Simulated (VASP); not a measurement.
# Be in VASP: notebook, part 2 of 2

VASP 6.6.1. The steps go on from the part before.

## 4. Single point, r2SCANh, collinear spin, zero start

Contents of POSCAR:

```
Be
1.0
   14.0000000000      0.0000000000      0.0000000000
    0.0000000000     14.4000000000      0.0000000000
    0.0000000000      0.0000000000     14.8000000000
Be
1
Direct
    0.5000000000      0.5000000000      0.5000000000
```

Contents of INCAR.step1:

```
SYSTEM = Be
ALGO     = Normal         ! electronic algorithm
EDIFF    = 1E-5           ! SCF threshold, eV
ENCUT    = 520            ! plane-wave cutoff, eV
GGA      = PE             ! functional
ISIF     = 2              ! what is computed and relaxed
ISMEAR   = -1             ! smearing method
ISPIN    = 2              ! spin polarisation
ISYM     = 0            
LASPH    = .TRUE.         ! aspherical terms in the spheres
LCHARG   = .FALSE.        ! write CHGCAR
LORBIT   = 11             ! projections on sites
LREAL    = .FALSE.        ! projectors in reciprocal space
LWAVE    = .TRUE.         ! write WAVECAR
MAGMOM   = 0.01           ! initial moments
NBANDS   = 11             ! bands
NELM     = 150            ! most SCF steps
PREC     = Accurate       ! precision mode
SIGMA    = 0.01           ! smearing width, eV
```

Contents of INCAR.step2:

```
SYSTEM = Be
AEXX     = 0.1            ! exact-exchange fraction
ALGO     = Normal         ! electronic algorithm
EDIFF    = 1E-6           ! SCF threshold, eV
ENCUT    = 520            ! plane-wave cutoff, eV
ISIF     = 2              ! what is computed and relaxed
ISMEAR   = -1             ! smearing method
ISPIN    = 2              ! spin polarisation
ISTART   = 1            
ISYM     = 0            
LASPH    = .TRUE.         ! aspherical terms in the spheres
LCHARG   = .FALSE.        ! write CHGCAR
LHFCALC  = .TRUE.         ! exact exchange
LMIXTAU  = .TRUE.       
LORBIT   = 11             ! projections on sites
LREAL    = .FALSE.        ! projectors in reciprocal space
LWAVE    = .FALSE.        ! write WAVECAR
MAGMOM   = 0.01           ! initial moments
METAGGA  = R2SCAN         ! meta-GGA
NBANDS   = 11             ! bands
NELM     = 150            ! most SCF steps
PREC     = Accurate       ! precision mode
PRECFOCK = Normal       
SIGMA    = 0.01           ! smearing width, eV
```

Contents of KPOINTS:

```
k-points
0
G
  1 1 1
  0 0 0
```

Potentials or basis: VASP PAW PBE potentials, release 64 (Be).

The run is started by

```bash
> cat potpaw_PBE.64/Be/POTCAR > POTCAR
> cp INCAR.step1 INCAR
> mpirun -np 1 vasp_gam > vasp.out
> cp INCAR.step2 INCAR
> mpirun -np 1 vasp_gam > vasp.out
```

OUTCAR:

```text
SYSTEM = Be
   AEXX = 0.1
   EDIFF = 1E-6
   ENCUT = 520
   ISIF = 2
   ISMEAR = -1
   ISPIN = 2
   ISTART = 1
   ISYM = 0
   LASPH = .TRUE.
   LHFCALC = .TRUE.
   LORBIT = 11
   LREAL = .FALSE.
   METAGGA = R2SCAN
   NELM = 150
   PREC = Accurate
   PRECFOCK = Normal

 ion  position               nearest neighbor table
   1  0.500  0.500  0.500-

IMPORTANT INFORMATION: All symmetrisations will be switched off!
NOSYMM: (Re-)initialisation of all symmetry stuff for point group C_1.

----------------------------------------------------------------------------------------

                                     Primitive cell

  volume of cell :    2983.6800

  direct lattice vectors                    reciprocal lattice vectors
    14.000000000  0.000000000  0.000000000     0.071428571  0.000000000  0.000000000
     0.000000000 14.400000000  0.000000000     0.000000000  0.069444444  0.000000000
     0.000000000  0.000000000 14.800000000     0.000000000  0.000000000  0.067567568

  length of vectors
    14.000000000 14.400000000 14.800000000     0.071428571  0.069444444  0.067567568

[... 133 lines left out ...]
     11       1.0377      0.00000
 Fermi energy:        -5.7890070789

 spin component 2

 k-point     1 :       0.0000    0.0000    0.0000
  band No.  band energies     occupation
      1      -6.0318      1.00000
      2      -1.4479      0.00000
      3      -1.4477      0.00000
      4      -1.4474      0.00000
      5       0.1382      0.00000
      6       0.7886      0.00000
      7       0.8369      0.00000
      8       0.8557      0.00000
      9       0.8939      0.00000
     10       0.9355      0.00000
     11       1.0378      0.00000

------------------------ aborting loop because EDIFF is reached ----------------------------------------

  FORCE on cell =-STRESS in cart. coord.  units (eV):
  Direction    XX          YY          ZZ          XY          YZ          ZX
  --------------------------------------------------------------------------------------
  -------------------------------------------------------------------------------------
  Total       -0.0056289     -0.0057261     -0.0056642     -0.0000000     -0.0000000     -0.0000000
  in kB       -0.0030226     -0.0030748     -0.0030416     -0.0000000     -0.0000000     -0.0000000
  external PRESSURE =      -0.0030463 kB  Pullay stress =       0.0000000 kB

 VOLUME and BASIS-vectors are now :
 -----------------------------------------------------------------------------
  energy-cutoff  :      520.00
  volume of cell :     2983.68
      direct lattice vectors                 reciprocal lattice vectors
    14.000000000  0.000000000  0.000000000     0.071428571  0.000000000  0.000000000
     0.000000000 14.400000000  0.000000000     0.000000000  0.069444444  0.000000000
     0.000000000  0.000000000 14.800000000     0.000000000  0.000000000  0.067567568

 POSITION                                       TOTAL-FORCE (eV/Angst)
 -----------------------------------------------------------------------------------
      7.00000      7.20000      7.40000        -0.000000     -0.000000      0.000000
 -----------------------------------------------------------------------------------
    total drift:                               -0.000000     -0.000000      0.000000

  FREE ENERGIE OF THE ION-ELECTRON SYSTEM (eV)
  ---------------------------------------------------
  free  energy   TOTEN  =        -0.5471679689 eV

  energy  without entropy=       -0.5471679688  energy(sigma->0) =       -0.54716797

 total charge

# of ion       s       p       d       tot
------------------------------------------
    1        0.666   0.000   0.000   0.666

 magnetization (x)

# of ion       s       p       d       tot
------------------------------------------
    1        0.000  -0.000   0.000   0.000
```

Run time: 21 min. Hardware: 1 thread of AMD EPYC 7R43 (Zen 3), shared host; peak memory 3.4 GiB.

Results:

```
Free energy                                           : -0.5472 eV
Pressure                                              : 0.0 GPa
Band gap on the k mesh                                : 4.58 eV
Net moment                                            : 0.00 μB per cell
Valence electrons inside the program's atomic spheres : Be 0.67
```

Levels at points of the mesh, in eV from the valence-band top:
Spin up:
| k point | band 1 | band 2 | band 3 | band 4 | band 5 | band 6 |
| --- | --- | --- | --- | --- | --- | --- |
| (0.00, 0.00, 0.00) | 0.00 | 4.58 | 4.58 | 4.58 | 6.17 | 6.82 |
Spin down:
```csv
k point,band 1,band 2,band 3,band 4,band 5,band 6
"(0.00, 0.00, 0.00)",0.00,4.58,4.58,4.58,6.17,6.82
```

Caveat: the PAW data sets were made with another functional, which shifts forces and pressure a little.

## 5. Overview

```tsv
level	grid for exact exchange (PRECFOCK)	share of exact exchange	gap on the mesh (eV)	pressure (GPa)	moment (μB)
r2SCAN	-	-	3.93	0.0	0.00
r2SCAN0	Normal	0.25	5.50	0.0	0.00
r2SCANh	Normal	0.1	4.58	0.0	0.00
```

Alike in all rows: task single point; potentials or basis VASP PAW PBE potentials, release 64 (Be); spin collinear, zero start; cell as given; k mesh 1 × 1 × 1; cutoff (eV) 520; smearing fermi-dirac 0.01 eV.

On the cell as given the gap runs from 3.93 eV (r2SCAN) to 5.50 eV (r2SCAN0).

Caveats: the PAW data sets were made with another functional, which shifts forces and pressure a little.

Total energies depend on the potentials used, so only differences within one code and one set of settings carry meaning.
